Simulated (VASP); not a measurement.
The system is H.

```xyz
4
Lattice="1.6658 -2.7470 -0.0052 1.6113 2.7141 0.0007 -0.0087 0.0069 6.2934" Properties=species:S:1:pos:R:3 pbc="T T T"
H     1.6124   -0.4069    6.2765
H     1.5895    0.3129    0.0422
H     1.5698    0.4169    3.1504
H     1.6092   -0.4828    3.1787
```

Program: VASP 6.6.1. Alike in all runs: task single point; level PBEsol; potentials or basis VASP PAW PBE potentials, release 64 (H); no spin polarisation; cell as given; cutoff (eV) 500; smearing gaussian 0.02 eV. Hardware: 1 thread of AMD EPYC 7R13, on a shared host.

Order these runs on this cell by their wall time, lowest first.
A. k mesh 1 × 1 × 1
B. k mesh 4 × 4 × 2
C. k mesh 6 × 6 × 4

A (5.3 s), B (15 s), C (50 s).

Caveats: some runs use coarse meshes.
